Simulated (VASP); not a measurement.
Set up this calculation in VASP 6.6.1, as the native input.

```yaml
Task: single point
Functional: PBE
Potentials_or_basis: VASP PAW PBE potentials, release 64 (Zn, Hg)
Cutoff: 500 eV
k_mesh: 15 × 15 × 10
Occupations: fermi-dirac, width 0.15 eV
Spin: no spin polarisation
Dipole_correction: no
Further_INCAR_settings: ALGO = Normal; EDIFF = 1e-06; NBANDS = 19
```

The structure of ZnHg lies in POSCAR:

```
ZnHg
1.0
    3.4114848999      0.0000000000      0.0000000000
   -1.7057424500      2.9544325880      0.0000000000
    0.0000000000      0.0000000000      4.1885764786
Zn Hg
1 1
Direct
    0.6666666667      0.3333333333      0.5000000000
    0.3333333333      0.6666666667      0.0000000000
```

These files were run (other wordings do the same):

INCAR

```
ALGO = Normal
EDIFF = 1E-6
ENCUT = 500
GGA = PE
GGA_COMPAT = False
ISIF = 2
ISMEAR = -1
LASPH = True
LCHARG = False
LREAL = False
LWAVE = False
NBANDS = 19
NELM = 120
PREC = Accurate
SIGMA = 0.15
```

KPOINTS

```
k-points
0
Gamma
  15 15 10
```

Potentials or basis: VASP PAW PBE potentials, release 64 (Zn, Hg).

Run with:

```bash
$ cat potpaw_PBE.64/Zn/POTCAR potpaw_PBE.64/Hg/POTCAR > POTCAR
$ mpirun -np 1 vasp_std > vasp.out
```

It gave:

```json
{
 "Pressure": "0.2 GPa",
 "Band gap on the k mesh": "zero (bands 12 and 13 overlap by 2.65 eV)"
}
```

Caveat: spin-orbit coupling is left out, which moves the levels of the heavy elements.

Wall time 48 s on 1 thread of Intel(R) Xeon(R) 6975P-C (Granite Rapids), with other jobs on the host, peak memory 0.26 GiB.
